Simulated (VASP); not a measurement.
# BeZn3Te4 in VASP: a series of runs, part 2 of 2

VASP 6.6.1. Earlier steps stand in the parts before.

## (5) Single point, PBE

INCAR

```
SYSTEM = BeZn3Te4
ALGO     = Normal         ! electronic algorithm
EDIFF    = 1E-7           ! SCF threshold, eV
ENCUT    = 520            ! plane-wave cutoff, eV
GGA      = PE             ! functional
ISIF     = 2              ! what is computed and relaxed
ISMEAR   = 0              ! smearing method
LASPH    = .TRUE.         ! aspherical terms in the spheres
LCHARG   = .TRUE.         ! write CHGCAR
LELF     = .TRUE.         ! ELF
LREAL    = .FALSE.        ! projectors in reciprocal space
LVHAR    = .TRUE.       
LWAVE    = .FALSE.        ! write WAVECAR
NBANDS   = 41             ! bands
NELM     = 100            ! most SCF steps
PREC     = Accurate       ! precision mode
SIGMA    = 0.02           ! smearing width, eV
```

KPOINTS

```
k-points
0
G
  6 6 4
  0 0 0
```

POSCAR

```
BeZn3Te4
1.0
    4.2697298000      0.0000000000      0.0000000000
    0.0000000000      4.2697298000      0.0000000000
    0.0000000000      0.0000000000     12.1619625000
Be Zn Te
1 3 4
Direct
    0.5000000000      0.5000000000      0.5000000000
    0.0000000000      0.0000000000      0.7401570000
    0.0000000000      0.0000000000      0.2598430000
    0.5000000000      0.5000000000      0.0000000000
    0.5000000000      0.0000000000      0.6091440000
    0.0000000000      0.5000000000      0.3908560000
    0.5000000000      0.0000000000      0.1299920000
    0.0000000000      0.5000000000      0.8700080000
```

Potentials or basis: VASP PAW PBE potentials, release 64 (Be, Zn, Te).

The run is started by

```sh
cat potpaw_PBE.64/Be/POTCAR potpaw_PBE.64/Zn/POTCAR potpaw_PBE.64/Te/POTCAR > POTCAR
mpirun -np 1 vasp_std > vasp.out
```

OUTCAR:

```text
SYSTEM = BeZn3Te4
   EDIFF = 1E-7
   ENCUT = 520
   GGA = PE
   ISIF = 2
   ISMEAR = 0
   LASPH = .TRUE.
   LREAL = .FALSE.
   NELM = 100
   PREC = Accurate

 ion  position               nearest neighbor table
   1  0.500  0.500  0.500-   5 2.51   6 2.51   5 2.51   6 2.51
   2  0.000  0.000  0.740-   8 2.66   8 2.66   5 2.66   5 2.66
   3  0.000  0.000  0.260-   7 2.66   7 2.66   6 2.66   6 2.66
   4  0.500  0.500  0.000-   7 2.66   8 2.66   7 2.66   8 2.66
   5  0.500  0.000  0.609-   1 2.51   1 2.51   2 2.66   2 2.66
   6  0.000  0.500  0.391-   1 2.51   1 2.51   3 2.66   3 2.66
   7  0.500  0.000  0.130-   3 2.66   3 2.66   4 2.66   4 2.66
   8  0.000  0.500  0.870-   2 2.66   2 2.66   4 2.66   4 2.66

  LATTYP: Found a simple tetragonal cell.
 ALAT       =     4.2697298000
 C/A-ratio  =     2.8484150215

  Lattice vectors:

 A1 = (   4.2697298000,   0.0000000000,   0.0000000000)
 A2 = (   0.0000000000,   4.2697298000,   0.0000000000)
 A3 = (   0.0000000000,   0.0000000000,  12.1619625000)

Analysis of symmetry for initial positions (statically):
=====================================================================
 Subroutine PRICEL returns:
 Original cell was already a primitive cell.

 Routine SETGRP: Setting up the symmetry group for a
 simple tetragonal supercell.

 Subroutine GETGRP returns: Found  8 space group operations
 (whereof  8 operations were pure point group operations)
 out of a pool of 16 trial point group operations.

The static configuration has the point symmetry D_2d.

Analysis of symmetry for dynamics (positions and initial velocities):
=====================================================================
 Subroutine PRICEL returns:
 Original cell was already a primitive cell.

 Routine SETGRP: Setting up the symmetry group for a
 simple tetragonal supercell.

 Subroutine GETGRP returns: Found  8 space group operations
 (whereof  8 operations were pure point group operations)
 out of a pool of 16 trial point group operations.

The dynamic configuration has the point symmetry D_2d.

 Subroutine INISYM returns: Found  8 space group operations
 (whereof  8 operations are pure point group operations),
 and found     1 'primitive' translations

----------------------------------------------------------------------------------------

                                     Primitive cell

  volume of cell :     221.7198

  direct lattice vectors                    reciprocal lattice vectors
     4.269729800  0.000000000  0.000000000     0.234206858  0.000000000  0.000000000
     0.000000000  4.269729800  0.000000000     0.000000000  0.234206858  0.000000000
     0.000000000  0.000000000 12.161962500     0.000000000  0.000000000  0.082223572

  length of vectors
     4.269729800  4.269729800 12.161962500     0.234206858  0.234206858  0.082223572

  position of ions in fractional coordinates (direct lattice)
     0.500000000  0.500000000  0.500000000
     0.000000000  0.000000000  0.740157000
     0.000000000  0.000000000  0.259843000
     0.500000000  0.500000000  0.000000000
     0.500000000  0.000000000  0.609144000
     0.000000000  0.500000000  0.390856000
     0.500000000  0.000000000  0.129992000
[... 45 lines left out ...]
  0.166667  0.166667  0.000000      4.000000
  0.333333  0.166667  0.000000      8.000000
[... 16 lines left out ...]
  0.333333  0.000000  0.500000      4.000000
  0.500000  0.000000  0.500000      2.000000
 [... further k-points ...]
   k-points           NKPTS =     30   k-points in BZ     NKDIM =     30   number of bands    NBANDS=     41
   number of dos      NEDOS =    301   number of ions     NIONS =      8
   total plane-waves  NPLWV =  92160
   dimension x,y,z NGX =    32 NGY =   32 NGZ =   90
   dimension x,y,z NGXF=    64 NGYF=   64 NGZF=  180
   ions per type =               1   3   4
   NGX,Y,Z   is equivalent  to a cutoff of  12.46, 12.46, 12.30 a.u.
   NGXF,Y,Z  is equivalent  to a cutoff of  24.92, 24.92, 24.60 a.u.
 SYSTEM =  BeZn3Te4
   PREC   = accura    normal or accurate (medium, high low for compatibility)
   ISTART =      0    job   : 0-new  1-cont  2-samecut
   ICHARG =      2    charge: 1-file 2-atom 10-const
   ISPIN  =      1    spin polarized calculation?
   LNONCOLLINEAR =      F non collinear calculations
   LSORBIT =      F    spin-orbit coupling
   LASPH  =      T    aspherical Exc in radial PAW
   ENCUT  =  520.0 eV  38.22 Ry    6.18 a.u.   7.94  7.94 22.61*2*pi/ulx,y,z
   NELM   =    100;   NELMIN=  2; NELMDL= -5     # of ELM steps
   EDIFF  = 0.1E-06   stopping-criterion for ELM
   LREAL  =      F    real-space projection
   EDIFFG = 0.1E-05   stopping-criterion for IOM
   NSW    =      0    number of steps for IOM
   IBRION =     -1    ionic relax: 0-MD 1-quasi-New 2-CG
   NFREE  =      0    steps in history (QN), initial steepest desc. (CG)
   ISIF   =      2    stress and relaxation
   ISYM   =      2    0-nonsym 1-usesym 2-fastsym
   POTIM  = 0.5000    time-step for ionic-motion
   TEBEG  =    0.0;   TEEND  =   0.0 temperature during run
   PSTRESS=    0.0 pullay stress
   NELECT =      62.0000    total number of electrons
   NUPDOWN=      -1.0000    fix difference up-down
   EMIN   =  10.00;   EMAX   =-10.00  energy-range for DOS
   EFERMI =   0.00;   METHOD = LEGACY
   ISMEAR =     0;   SIGMA  =   0.02  broadening in eV -4-tet -1-fermi 0-gaus
   EFERMI_NEDOS =   21; number of points for ismear=-14 and -15
   IALGO  =     38    algorithm
   IMIX   =      4    mixing-type and parameters
     AMIX     =   0.40;   BMIX     =  1.00
     AMIX_MAG =   1.60;   BMIX_MAG =  1.00
  volume/ion in A,a.u.               =      27.71       187.03
  Fermi-wavevector in a.u.,A,eV,Ry     =   1.070542  2.023032 15.593110  1.146061
  Thomas-Fermi vector in A             =   2.206256
   LORBIT       =      0    0 simple, 1 ext, 2 COOP (PROOUT), +10 PAW based schemes
   GGA     = PE    functional components
   LHFCALC =     F    Hartree Fock is set to
   AEXX    =    0.0000 exact exchange contribution
   IVDW    =     0    specifies the selected vdW correction
   LEPSILON=     F    determine dielectric tensor
   LRPA    =     F    only Hartree local field effects (RPA)
 non-spin polarized calculation
 Gauss-broadening in eV      SIGMA  =   0.02
  energy-cutoff  :      520.00
  volume of cell :      221.72
 maximum number of plane-waves:      6040
 NGX is ok and might be reduce to    32
   NGX = 15   NGY = 15   NGZ = 45

 number of electron      62.0000085 magnetization

 Free energy of the ion-electron system (eV)
  ---------------------------------------------------
  ext. energy  EPLUGINS =         0.00000000
  ---------------------------------------------------
  free energy    TOTEN  =       -23.03784148 eV

  energy without entropy =      -23.03784148  energy(sigma->0) =      -23.03784148

 E-fermi :   3.4658     XC(G=0):  -8.8453

 val. band max:        3.3474605849   @ k =   0.0000   0.0000   0.0000
 cond. band min:       4.8606357074   @ k =   0.0000   0.0000   0.0000
 fundamental gap:      1.5131751225
 Fermi energy:         3.4658110475

 k-point     1 :       0.0000    0.0000    0.0000
  band No.  band energies     occupation
      1      -8.4122      2.00000
      2      -7.9182      2.00000
      3      -7.7908      2.00000
      4      -7.1341      2.00000
      5      -3.5037      2.00000
      6      -3.4827      2.00000
[... 1045 lines left out ...]
     40       8.4172      0.00000
     41       8.6100      0.00000

 [... further k-points ...]

------------------------ aborting loop because EDIFF is reached ----------------------------------------

  FORCE on cell =-STRESS in cart. coord.  units (eV):
  Direction    XX          YY          ZZ          XY          YZ          ZX
  --------------------------------------------------------------------------------------
  -------------------------------------------------------------------------------------
  Total        0.1292625      0.1292625      0.1281436      0.0000000      0.0000000      0.0000000
  in kB        0.9340686      0.9340686      0.9259832      0.0000000      0.0000000      0.0000000
  external PRESSURE =       0.9313735 kB  Pullay stress =       0.0000000 kB

 VOLUME and BASIS-vectors are now :
 -----------------------------------------------------------------------------
  energy-cutoff  :      520.00
  volume of cell :      221.72
      direct lattice vectors                 reciprocal lattice vectors
     4.269729800  0.000000000  0.000000000     0.234206858  0.000000000  0.000000000
     0.000000000  4.269729800  0.000000000     0.000000000  0.234206858  0.000000000
     0.000000000  0.000000000 12.161962500     0.000000000  0.000000000  0.082223572

 POSITION                                       TOTAL-FORCE (eV/Angst)
 -----------------------------------------------------------------------------------
      2.13486      2.13486      6.08098         0.000000      0.000000      0.000000
      0.00000      0.00000      9.00176         0.000000      0.000000     -0.001045
      0.00000      0.00000      3.16020         0.000000      0.000000      0.001045
      2.13486      2.13486      0.00000         0.000000     -0.000000      0.000000
      2.13486      0.00000      7.40839        -0.000000      0.000000     -0.001586
      0.00000      2.13486      4.75358         0.000000      0.000000      0.001586
      2.13486      0.00000      1.58096        -0.000000      0.000000      0.000115
      0.00000      2.13486     10.58100         0.000000      0.000000     -0.000115
 -----------------------------------------------------------------------------------
    total drift:                                0.000000     -0.000000      0.000000

  FREE ENERGIE OF THE ION-ELECTRON SYSTEM (eV)
  ---------------------------------------------------
  free  energy   TOTEN  =       -23.0378414781 eV

  energy  without entropy=      -23.0378414781  energy(sigma->0) =      -23.03784148
```

Run time: 3.1 min. Hardware: 1 thread of Intel Xeon 6975P-C (Granite Rapids), shared host; peak memory 0.42 GiB.

Results:

```
Free energy            : -23.0378 eV
Pressure               : 0.1 GPa
Band gap on the k mesh : 1.51 eV
```

Levels at points of the mesh, in eV from the valence-band top:
| k point | band 29 | band 30 | band 31 | band 32 | band 33 | band 34 |
| --- | --- | --- | --- | --- | --- | --- |
| (0.00, 0.00, 0.00) | -0.12 | 0.00 | 0.00 | 1.51 | 2.07 | 2.37 |
| (0.50, 0.00, 0.00) | -0.85 | -0.74 | -0.73 | 1.76 | 2.05 | 3.06 |
| (0.50, 0.50, 0.00) | -2.18 | -2.18 | -2.11 | 2.00 | 2.33 | 2.33 |
| (0.00, 0.00, 0.50) | -0.57 | -0.37 | -0.37 | 1.98 | 2.31 | 2.58 |
| (0.50, 0.00, 0.50) | -0.84 | -0.74 | -0.74 | 2.60 | 2.65 | 2.75 |
| (0.50, 0.50, 0.50) | -2.40 | -2.33 | -2.33 | 2.79 | 2.93 | 3.10 |

Caveat: spin-orbit coupling is left out, which moves the levels of the heavy elements.

## (6) The runs side by side

```tsv
cell	k mesh	smearing	gap on the mesh (eV)	pressure (GPa)	largest force (eV/Å)
a = 4.270, b = 4.270, c = 12.162 Å, 8 atoms	4 × 4 × 1	gaussian 0.1 eV	1.51	0.2	0.02
a = 4.286, b = 4.284, c = 12.085 Å, 8 atoms	4 × 4 × 1	gaussian 0.1 eV	1.51	0.1	0.01
a = 4.270, b = 4.270, c = 12.162 Å, 8 atoms	4 × 4 × 2	gaussian 0.1 eV	1.51	0.2	0.02
a = 4.270, b = 4.270, c = 12.162 Å, 8 atoms	6 × 6 × 4	gaussian 0.02 eV	1.51	0.1	-
```

Alike in all rows: task single point; level PBE; potentials or basis VASP PAW PBE potentials, release 64 (Be, Zn, Te); no spin polarisation; cutoff (eV) 520.

Caveats: some runs use coarse meshes; spin-orbit coupling is left out, which moves the levels of the heavy elements; an odd mesh through Γ misses points on the zone boundary, where band edges can lie (at least some runs).

Total energies depend on the potentials used, so only differences within one code and one set of settings carry meaning.
